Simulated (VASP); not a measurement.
# Al3Ru4 (R-3m) in VASP: single point with PBE

Aim: the single point of Al3Ru4 with PBE.

All numbers are computed with VASP 6.6.1; they aren't measurements. Logs are shortened: lines on timing, memory, paths and dates and some standing lists are left out, and cuts for length are marked.

## Step 1: The cell of the first run

The structure is trigonal, space group R-3m (No. 166). The conventional cell has a = 4.216 Å, b = 4.216 Å, c = 18.731 Å, α = 90.00°, β = 90.00°, γ = 120.00°. Al (site symmetry 3m) has 10 Ru at 2.55 to 3.09 Å and 4 Al at 2.82 to 2.98 Å within 3.4 Å. Al (site symmetry -3m) has 8 Ru at 2.61 to 2.63 Å and 6 Al at 2.98 Å within 3.4 Å. Within 3.4 Å of Ru (site symmetry 3m) lie 7 Al at 2.55 to 2.66 Å and 7 Ru at 2.67 to 3.08 Å. Within 3.4 Å of Ru (site symmetry 3m) lie 7 Al at 2.60 to 3.09 Å and 7 Ru at 2.62 to 2.96 Å.

## Step 2: Single point, PBE

Input file INCAR:

```
SYSTEM = Al3Ru4
ALGO = Fast
EDIFF = 1E-6
ENCUT = 520
GGA = PE
ISIF = 2
ISMEAR = 0
LASPH = .True.
LCHARG = .True.
LELF = .True.
LREAL = .False.
LVHAR = .True.
LWAVE = .False.
NBANDS = 42
NELM = 80
PREC = Accurate
SIGMA = 0.1
```

Input file KPOINTS:

```
k-points
0
Gamma
  12 12 12
  0 0 0
```

Input file POSCAR:

```
Al3Ru4
1.0
    2.1078086818      1.2169439098      6.2436805035
   -2.1078086818      1.2169439098      6.2436805035
    0.0000000000     -2.4338878197      6.2436805035
Al Ru
3 4
Direct
    0.4248398354      0.4248398354      0.4248398354
    0.5751601646      0.5751601646      0.5751601646
    0.0000000000      0.0000000000      0.0000000000
    0.7171637727      0.7171637727      0.7171637727
    0.2828362273      0.2828362273      0.2828362273
    0.1405297059      0.1405297059      0.1405297059
    0.8594702941      0.8594702941      0.8594702941
```

Potentials or basis: VASP PAW PBE potentials, release 64 (Al, Ru_pv).

Run with:

```
cat potpaw_PBE.64/Al/POTCAR potpaw_PBE.64/Ru_pv/POTCAR > POTCAR
mpirun -np 1 vasp_std > vasp.out
```

OUTCAR:

```text
SYSTEM = Al3Ru4
   EDIFF = 1E-6
   ENCUT = 520
   GGA = PE
   ISIF = 2
   ISMEAR = 0
   LASPH = .True.
   LREAL = .False.
   NELM = 80
   PREC = Accurate

 ion  position               nearest neighbor table
   1  0.425  0.425  0.425-   4 2.55   4 2.55   4 2.55   6 2.60   6 2.60   6 2.60   5 2.66   2 2.82
                             3 2.98   3 2.98   3 2.98   7 3.09   7 3.09   7 3.09
   2  0.575  0.575  0.575-   5 2.55   5 2.55   5 2.55   7 2.60   7 2.60   7 2.60   4 2.66   1 2.82
                             3 2.98   3 2.98   3 2.98   6 3.09   6 3.09   6 3.09
   3  0.000  0.000  0.000-   4 2.61   4 2.61   5 2.61   5 2.61   4 2.61   5 2.61   7 2.63   6 2.63
                             1 2.98   2 2.98   1 2.98   2 2.98   1 2.98   2 2.98
   4  0.717  0.717  0.717-   1 2.55   1 2.55   1 2.55   3 2.61   3 2.61   3 2.61   2 2.66   7 2.67
                             6 2.96   6 2.96   6 2.96   5 3.08   5 3.08   5 3.08
   5  0.283  0.283  0.283-   2 2.55   2 2.55   2 2.55   3 2.61   3 2.61   3 2.61   1 2.66   6 2.67
                             7 2.96   7 2.96   7 2.96   4 3.08   4 3.08   4 3.08
   6  0.141  0.141  0.141-   1 2.60   1 2.60   1 2.60   7 2.62   7 2.62   7 2.62   3 2.63   5 2.67
                             4 2.96   4 2.96   4 2.96   2 3.09   2 3.09   2 3.09
   7  0.859  0.859  0.859-   2 2.60   2 2.60   2 2.60   6 2.62   6 2.62   6 2.62   3 2.63   4 2.67
                             5 2.96   5 2.96   5 2.96   1 3.09   1 3.09   1 3.09

  LATTYP: Found a trigonal (rhomboedric) cell.
 ALAT       =     6.7012951098
 COS(alpha) =     0.8021323088

  Lattice vectors:

 A1 = (   2.1078086818,   1.2169439098,   6.2436805035)
 A2 = (  -2.1078086818,   1.2169439098,   6.2436805035)
 A3 = (   0.0000000000,  -2.4338878197,   6.2436805035)

Analysis of symmetry for initial positions (statically):
=====================================================================
 Subroutine PRICEL returns:
 Original cell was already a primitive cell.

 Routine SETGRP: Setting up the symmetry group for a
 trigonal (rhombohedral) supercell.

 Subroutine GETGRP returns: Found 12 space group operations
 (whereof 12 operations were pure point group operations)
 out of a pool of 12 trial point group operations.

The static configuration has the point symmetry D_3d.

Analysis of symmetry for dynamics (positions and initial velocities):
=====================================================================
 Subroutine PRICEL returns:
 Original cell was already a primitive cell.

 Routine SETGRP: Setting up the symmetry group for a
 trigonal (rhombohedral) supercell.

 Subroutine GETGRP returns: Found 12 space group operations
 (whereof 12 operations were pure point group operations)
 out of a pool of 12 trial point group operations.

The dynamic configuration has the point symmetry D_3d.

 Subroutine INISYM returns: Found 12 space group operations
 (whereof 12 operations are pure point group operations),
 and found     1 'primitive' translations

----------------------------------------------------------------------------------------

                                     Primitive cell

  volume of cell :      96.0934

  direct lattice vectors                    reciprocal lattice vectors
     2.107808682  1.216943910  6.243680504     0.237213180  0.136955093  0.053387314
    -2.107808682  1.216943910  6.243680504    -0.237213180  0.136955093  0.053387314
     0.000000000 -2.433887820  6.243680504     0.000000000 -0.273910187  0.053387314

  length of vectors
     6.701295110  6.701295110  6.701295110     0.279064501  0.279064501  0.279064501

  position of ions in fractional coordinates (direct lattice)
     0.424839835  0.424839835  0.424839835
     0.575160165  0.575160165  0.575160165
     0.000000000  0.000000000  0.000000000
     0.717163773  0.717163773  0.717163773
     0.282836227  0.282836227  0.282836227
     0.140529706  0.140529706  0.140529706
     0.859470294  0.859470294  0.859470294

  ion indices of the primitive-cell ions
   primitive index   ion index
                 1           1
                 2           2
                 3           3
                 4           4
                 5           5
                 6           6
                 7           7

----------------------------------------------------------------------------------------

 KPOINTS: k-points

Automatic generation of k-mesh.
 Grid dimensions read from file:
 generate k-points for:   12   12   12

 Generating k-lattice:

  Cartesian coordinates                     Fractional coordinates (reciprocal lattice)
     0.019767765  0.011412924  0.004448943     0.083333333  0.000000000  0.000000000
    -0.019767765  0.011412924  0.004448943     0.000000000  0.083333333  0.000000000
     0.000000000 -0.022825849  0.004448943     0.000000000  0.000000000  0.083333333

  Length of vectors
     0.023255375  0.023255375  0.023255375

  Shift w.r.t. Gamma in fractional coordinates (k-lattice)
     0.000000000  0.000000000  0.000000000

 Subroutine IBZKPT returns following result:
 ===========================================

 Found    189 irreducible k-points:

 Following reciprocal coordinates:
            Coordinates               Weight
  0.000000  0.000000  0.000000      1.000000
  0.083333  0.000000  0.000000      6.000000
  0.166667  0.000000  0.000000      6.000000
  0.250000  0.000000  0.000000      6.000000
  0.333333  0.000000  0.000000      6.000000
  0.416667  0.000000  0.000000      6.000000
[... 16 lines left out ...]
  0.500000  0.166667  0.000000     12.000000
 -0.416667  0.166667  0.000000     12.000000
 [... further k-points ...]
   k-points           NKPTS =    189   k-points in BZ     NKDIM =    189   number of bands    NBANDS=     42
   number of dos      NEDOS =    301   number of ions     NIONS =      7
   total plane-waves  NPLWV = 125000
   dimension x,y,z NGX =    50 NGY =   50 NGZ =   50
   dimension x,y,z NGXF=   100 NGYF=  100 NGZF=  100
   ions per type =               3   4
   NGX,Y,Z   is equivalent  to a cutoff of  12.40, 12.40, 12.40 a.u.
   NGXF,Y,Z  is equivalent  to a cutoff of  24.81, 24.81, 24.81 a.u.
 SYSTEM =  Al3Ru4
   PREC   = accura    normal or accurate (medium, high low for compatibility)
   ISTART =      0    job   : 0-new  1-cont  2-samecut
   ICHARG =      2    charge: 1-file 2-atom 10-const
   ISPIN  =      1    spin polarized calculation?
   LNONCOLLINEAR =      F non collinear calculations
   LSORBIT =      F    spin-orbit coupling
   LASPH  =      T    aspherical Exc in radial PAW
   ENCUT  =  520.0 eV  38.22 Ry    6.18 a.u.  12.46 12.46 12.46*2*pi/ulx,y,z
   NELM   =     80;   NELMIN=  2; NELMDL= -5     # of ELM steps
   EDIFF  = 0.1E-05   stopping-criterion for ELM
   LREAL  =      F    real-space projection
   EDIFFG = 0.1E-04   stopping-criterion for IOM
   NSW    =      0    number of steps for IOM
   IBRION =     -1    ionic relax: 0-MD 1-quasi-New 2-CG
   NFREE  =      0    steps in history (QN), initial steepest desc. (CG)
   ISIF   =      2    stress and relaxation
   ISYM   =      2    0-nonsym 1-usesym 2-fastsym
   POTIM  = 0.5000    time-step for ionic-motion
   TEBEG  =    0.0;   TEEND  =   0.0 temperature during run
   PSTRESS=    0.0 pullay stress
   NELECT =      65.0000    total number of electrons
   NUPDOWN=      -1.0000    fix difference up-down
   EMIN   =  10.00;   EMAX   =-10.00  energy-range for DOS
   EFERMI =   0.00;   METHOD = LEGACY
   ISMEAR =     0;   SIGMA  =   0.10  broadening in eV -4-tet -1-fermi 0-gaus
   EFERMI_NEDOS =   21; number of points for ismear=-14 and -15
   IALGO  =     68    algorithm
   IMIX   =      4    mixing-type and parameters
     AMIX     =   0.40;   BMIX     =  1.00
     AMIX_MAG =   1.60;   BMIX_MAG =  1.00
  volume/ion in A,a.u.               =      13.73        92.64
  Fermi-wavevector in a.u.,A,eV,Ry     =   1.437081  2.715690 28.098795  2.065203
  Thomas-Fermi vector in A             =   2.556199
   LORBIT       =      0    0 simple, 1 ext, 2 COOP (PROOUT), +10 PAW based schemes
   GGA     = PE    functional components
   LHFCALC =     F    Hartree Fock is set to
   AEXX    =    0.0000 exact exchange contribution
   IVDW    =     0    specifies the selected vdW correction
   LEPSILON=     F    determine dielectric tensor
   LRPA    =     F    only Hartree local field effects (RPA)
 non-spin polarized calculation
 RMM-DIIS sequential band-by-band and
 Gauss-broadening in eV      SIGMA  =   0.10
  energy-cutoff  :      520.00
  volume of cell :       96.09
 maximum number of plane-waves:      2607
 NGX is ok and might be reduce to    50
   NGX = 25   NGY = 25   NGZ = 25

 number of electron      64.9999997 magnetization

 Free energy of the ion-electron system (eV)
  ---------------------------------------------------
  ext. energy  EPLUGINS =         0.00000000
  ---------------------------------------------------
  free energy    TOTEN  =       -51.26228870 eV

  energy without entropy =      -51.24251906  energy(sigma->0) =      -51.25240388

 E-fermi :  11.0599     XC(G=0): -12.6706

 val. band max:       11.0566934422   @ k =  -0.4167   0.5000   0.1667
 cond. band min:      11.0606208321   @ k =  -0.3333  -0.3333   0.1667
 fundamental gap:      0.0039273899
 Fermi energy:        11.0599314394

 k-point     1 :       0.0000    0.0000    0.0000
  band No.  band energies     occupation
      1     -31.8071      2.00000
      2     -31.8071      2.00000
      3     -31.7524      2.00000
      4     -31.7506      2.00000
      5     -31.4309      2.00000
      6     -31.4309      2.00000
[... 34 lines left out ...]
     41      16.3908      0.00000
     42      16.8850      0.00000

 k-point     2 :       0.0833    0.0000    0.0000
  band No.  band energies     occupation
      1     -31.8205      2.00000
      2     -31.8100      2.00000
      3     -31.7551      2.00000
      4     -31.7352      2.00000
      5     -31.4313      2.00000
      6     -31.4285      2.00000
[... 979 lines left out ...]
     41      17.3546      0.00000
     42      17.8893      0.00000

 k-point    24 :      -0.4167    0.1667    0.0000
  band No.  band energies     occupation
      1     -31.8705      2.00000
      2     -31.8555      2.00000
      3     -31.8285      2.00000
      4     -31.5797      2.00000
      5     -31.4768      2.00000
      6     -31.3905      2.00000
[... 34 lines left out ...]
     41      17.3969      0.00000
     42      17.8637      0.00000

 [... further k-points ...]

------------------------ aborting loop because EDIFF is reached ----------------------------------------

  FORCE on cell =-STRESS in cart. coord.  units (eV):
  Direction    XX          YY          ZZ          XY          YZ          ZX
  --------------------------------------------------------------------------------------
  -------------------------------------------------------------------------------------
  Total       -0.0323178     -0.0323178     -0.0236628      0.0000000      0.0000000      0.0000000
  in kB       -0.5388380     -0.5388380     -0.3945320      0.0000000      0.0000000      0.0000000
  external PRESSURE =      -0.4907360 kB  Pullay stress =       0.0000000 kB

 VOLUME and BASIS-vectors are now :
 -----------------------------------------------------------------------------
  energy-cutoff  :      520.00
  volume of cell :       96.09
      direct lattice vectors                 reciprocal lattice vectors
     2.107808682  1.216943910  6.243680504     0.237213180  0.136955093  0.053387314
    -2.107808682  1.216943910  6.243680504    -0.237213180  0.136955093  0.053387314
     0.000000000 -2.433887820  6.243680504     0.000000000 -0.273910187  0.053387314

 POSITION                                       TOTAL-FORCE (eV/Angst)
 -----------------------------------------------------------------------------------
      0.00000     -0.00000      7.95769         0.000000     -0.000000      0.003848
      0.00000     -0.00000     10.77335         0.000000      0.000000     -0.003848
      0.00000      0.00000      0.00000         0.000000      0.000000      0.000000
      0.00000     -0.00000     13.43322         0.000000      0.000000     -0.002824
      0.00000     -0.00000      5.29782         0.000000     -0.000000      0.002824
      0.00000     -0.00000      2.63227         0.000000      0.000000     -0.002889
      0.00000     -0.00000     16.09877         0.000000     -0.000000      0.002889
 -----------------------------------------------------------------------------------
    total drift:                               -0.000000     -0.000000     -0.000000

  FREE ENERGIE OF THE ION-ELECTRON SYSTEM (eV)
  ---------------------------------------------------
  free  energy   TOTEN  =       -51.2622886994 eV

  energy  without entropy=      -51.2425190642  energy(sigma->0) =      -51.25240388
```

It took 37 min on 1 thread of Intel Xeon Platinum 8488C (Sapphire Rapids), shared host; peak memory 0.75 GiB.

What came out:

```yaml
Free_energy: -51.2623 eV
Pressure: 0.0 GPa
Largest_force: 0.004 eV/Å
Band_gap_on_the_k_mesh: zero (an odd number of electrons rules out a gap without spin polarisation)
```

Forces on the atoms (eV/Å):
```
Al   0.000  0.000  0.004
Al   0.000  0.000 -0.004
Al   0.000  0.000  0.000
Ru   0.000  0.000 -0.003
Ru   0.000  0.000  0.003
Ru   0.000  0.000 -0.003
Ru   0.000  0.000  0.003
```
